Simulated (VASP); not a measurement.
# Sr (P6_3/mmc) in VASP: a series of runs, part 3 of 3

VASP 6.6.1.

## (6) Single point, PBE (biaxial strain in the a-b plane: -2.0 %, then relaxed in part)

Input file INCAR:

```
SYSTEM = Sr
ALGO = Fast
EDIFF = 1E-6
ENCUT = 520
GGA = PE
ISIF = 2
ISMEAR = 0
LASPH = .True.
LCHARG = .True.
LELF = .True.
LREAL = .False.
LVHAR = .True.
LWAVE = .False.
NBANDS = 28
NELM = 60
PREC = Accurate
SIGMA = 0.1
```

Input file KPOINTS:

```
k-points
0
Gamma
  12 12 4
  0 0 0
```

Input file POSCAR:

```
Sr
1.0
    4.1774667277      0.0000000000      0.0000000000
   -2.0887333639      3.6177923097      0.0000000000
    0.0000000000      0.0000000000     14.0755301134
Sr
4
Direct
    0.0000000000      0.0000000000      0.0000000000
    0.3333333333      0.6666666667      0.2500000000
    0.0000000000      0.0000000000      0.5000000000
    0.6666666667      0.3333333333      0.7500000000
```

Potentials or basis: VASP PAW PBE potentials, release 64 (Sr_sv).

Started as:

```console
cat potpaw_PBE.64/Sr_sv/POTCAR > POTCAR
mpirun -np 1 vasp_std > vasp.out
```

OUTCAR:

```text
SYSTEM = Sr
   EDIFF = 1E-6
   ENCUT = 520
   GGA = PE
   ISIF = 2
   ISMEAR = 0
   LASPH = .True.
   LREAL = .False.
   NELM = 60
   PREC = Accurate

 ion  position               nearest neighbor table
   1  0.000  0.000  0.000-   2 4.27   4 4.27   4 4.27   2 4.27   4 4.27   2 4.27
   2  0.333  0.667  0.250-   1 4.27   3 4.27   1 4.27   3 4.27   1 4.27   3 4.27
   3  0.000  0.000  0.500-   2 4.27   4 4.27   4 4.27   2 4.27   4 4.27   2 4.27
   4  0.667  0.333  0.750-   1 4.27   3 4.27   1 4.27   3 4.27   1 4.27   3 4.27

  LATTYP: Found a hexagonal cell.
 ALAT       =     4.1774667277
 C/A-ratio  =     3.3693937094

  Lattice vectors:

 A1 = (   4.1774667277,   0.0000000000,   0.0000000000)
 A2 = (  -2.0887333639,   3.6177923097,   0.0000000000)
 A3 = (   0.0000000000,   0.0000000000,  14.0755301134)

Analysis of symmetry for initial positions (statically):
=====================================================================
 Subroutine PRICEL returns:
 Original cell was already a primitive cell.

 Routine SETGRP: Setting up the symmetry group for a
 hexagonal supercell.

 Subroutine GETGRP returns: Found 24 space group operations
 (whereof 12 operations were pure point group operations)
 out of a pool of 24 trial point group operations.

The static configuration has the point symmetry D_3d.
 The point group associated with its full space group is D_6h.

Analysis of symmetry for dynamics (positions and initial velocities):
=====================================================================
 Subroutine PRICEL returns:
 Original cell was already a primitive cell.

 Routine SETGRP: Setting up the symmetry group for a
 hexagonal supercell.

 Subroutine GETGRP returns: Found 24 space group operations
 (whereof 12 operations were pure point group operations)
 out of a pool of 24 trial point group operations.

The dynamic configuration has the point symmetry D_3d.
[... 118 lines left out ...]
   EFERMI =   0.00;   METHOD = LEGACY
   ISMEAR =     0;   SIGMA  =   0.10  broadening in eV -4-tet -1-fermi 0-gaus
   EFERMI_NEDOS =   21; number of points for ismear=-14 and -15
   IALGO  =     68    algorithm
   IMIX   =      4    mixing-type and parameters
     AMIX     =   0.40;   BMIX     =  1.00
     AMIX_MAG =   1.60;   BMIX_MAG =  1.00
  volume/ion in A,a.u.               =      53.18       358.89
  Fermi-wavevector in a.u.,A,eV,Ry     =   0.937895  1.772365 11.968332  0.879648
  Thomas-Fermi vector in A             =   2.065052
   LORBIT       =      0    0 simple, 1 ext, 2 COOP (PROOUT), +10 PAW based schemes
   GGA     = PE    functional components
   LHFCALC =     F    Hartree Fock is set to
   AEXX    =    0.0000 exact exchange contribution
   IVDW    =     0    specifies the selected vdW correction
   LEPSILON=     F    determine dielectric tensor
   LRPA    =     F    only Hartree local field effects (RPA)
 non-spin polarized calculation
 RMM-DIIS sequential band-by-band and
 Gauss-broadening in eV      SIGMA  =   0.10
  energy-cutoff  :      520.00
  volume of cell :      212.73
 maximum number of plane-waves:      5766
 NGX is ok and might be reduce to    32
   NGX = 15   NGY = 15   NGZ = 53

 number of electron      40.0000001 magnetization

 Free energy of the ion-electron system (eV)
  ---------------------------------------------------
  ext. energy  EPLUGINS =         0.00000000
  ---------------------------------------------------
  free energy    TOTEN  =        -6.53745796 eV

  energy without entropy =       -6.51330809  energy(sigma->0) =       -6.52538302

 E-fermi :   1.7061     XC(G=0):  -7.4523

 val. band max:        1.7025399589   @ k =   0.3333   0.3333   0.5000
 cond. band min:       1.7072004689   @ k =   0.4167   0.0000   0.0000
 fundamental gap:      0.0046605100
 Fermi energy:         1.7061131613

 k-point     1 :       0.0000    0.0000    0.0000
  band No.  band energies     occupation
      1     -34.8537      2.00000
      2     -34.8470      2.00000
      3     -34.8463      2.00000
      4     -34.8396      2.00000
      5     -16.9380      2.00000
      6     -16.8396      2.00000
[... 733 lines left out ...]
     27       3.4996      0.00000
     28       3.6648      0.00000

 [... further k-points ...]
[... 5 lines left out ...]
  --------------------------------------------------------------------------------------
  -------------------------------------------------------------------------------------
  Total        0.8653434      0.8653434      0.0052243     -0.0000000     -0.0000000      0.0000000
  in kB        6.5174493      6.5174493      0.0393476     -0.0000000     -0.0000000      0.0000000
  external PRESSURE =       4.3580821 kB  Pullay stress =       0.0000000 kB

 VOLUME and BASIS-vectors are now :
 -----------------------------------------------------------------------------
  energy-cutoff  :      520.00
  volume of cell :      212.73
      direct lattice vectors                 reciprocal lattice vectors
     4.177466728  0.000000000  0.000000000     0.239379525  0.138205833  0.000000000
    -2.088733364  3.617792310  0.000000000     0.000000000  0.276411666  0.000000000
     0.000000000  0.000000000 14.075530113     0.000000000  0.000000000  0.071045282

 POSITION                                       TOTAL-FORCE (eV/Angst)
 -----------------------------------------------------------------------------------
      0.00000      0.00000      0.00000        -0.000000      0.000000      0.000000
     -0.00000      2.41186      3.51888        -0.000000      0.000000      0.000000
      0.00000      0.00000      7.03777        -0.000000      0.000000      0.000000
      2.08873      1.20593     10.55665         0.000000      0.000000     -0.000000
 -----------------------------------------------------------------------------------
    total drift:                               -0.000000      0.000000      0.000000

  FREE ENERGIE OF THE ION-ELECTRON SYSTEM (eV)
  ---------------------------------------------------
  free  energy   TOTEN  =        -6.5374579624 eV

  energy  without entropy=       -6.5133080871  energy(sigma->0) =       -6.52538302
```

Run time: 3.4 min. Hardware: 1 thread of Intel Xeon 6975P-C (Granite Rapids), shared host; peak memory 0.47 GiB.

What came out:

- Free energy: -6.5375 eV
- Pressure: 0.4 GPa
- Band gap on the k mesh: zero (bands 20 and 21 overlap by 0.24 eV)

Stress tensor (GPa, compression positive):
```
0.65 0.00 0.00
0.00 0.65 0.00
0.00 0.00 0.00
```

Levels at points of the mesh, in eV from the Fermi level:
```tsv
k point	band 17	band 18	band 19	band 20	band 21	band 22	band 23	band 24
(0.00, 0.00, 0.00)	-3.70	-2.78	-2.78	-1.24	-0.02	1.17	1.18	2.19
(0.50, 0.00, 0.00)	-1.10	-0.84	-0.73	-0.59	0.09	0.27	0.29	0.30
(0.00, 0.00, 0.50)	-3.46	-3.46	-1.85	-1.85	0.45	0.45	1.86	1.86
(0.50, 0.00, 0.50)	-0.99	-0.99	-0.64	-0.64	0.14	0.14	0.34	0.34
```

Caveat: the cell differs from its parent crystal (biaxial strain in the a-b plane: -2.0 %, then relaxed in part).

## (7) The runs side by side

```csv
cell,further INCAR settings,gap on the mesh (eV),pressure (GPa)
"a = 4.007, b = 4.007, c = 14.217 Å, angles 90.0, 90.0, 120.0°, 4 atoms",ALGO = Fast; EDIFF = 1e-07; NBANDS = 28,none,1.6
"a = 4.007, b = 4.007, c = 14.480 Å, angles 90.0, 90.0, 120.0°, 4 atoms",ALGO = Fast; EDIFF = 1e-06; NBANDS = 28,none,1.3
"a = 4.092, b = 4.092, c = 14.154 Å, angles 90.0, 90.0, 120.0°, 4 atoms",ALGO = Fast; EDIFF = 1e-06; NBANDS = 28,none,0.9
"a = 4.092, b = 4.092, c = 14.312 Å, angles 90.0, 90.0, 120.0°, 4 atoms",ALGO = Fast; EDIFF = 1e-06; NBANDS = 28,none,0.8
"a = 4.177, b = 4.177, c = 14.076 Å, angles 90.0, 90.0, 120.0°, 4 atoms",ALGO = Fast; EDIFF = 1e-06; NBANDS = 28,none,0.4
```

Alike in all rows: task single point; level PBE; potentials or basis VASP PAW PBE potentials, release 64 (Sr_sv); no spin polarisation; k mesh 12 × 12 × 4; cutoff (eV) 520; smearing gaussian 0.1 eV.

Absolute energies hang on the potentials; compare differences alone.

The gap in the log of VASP goes by the Fermi energy; the results here count the filled bands.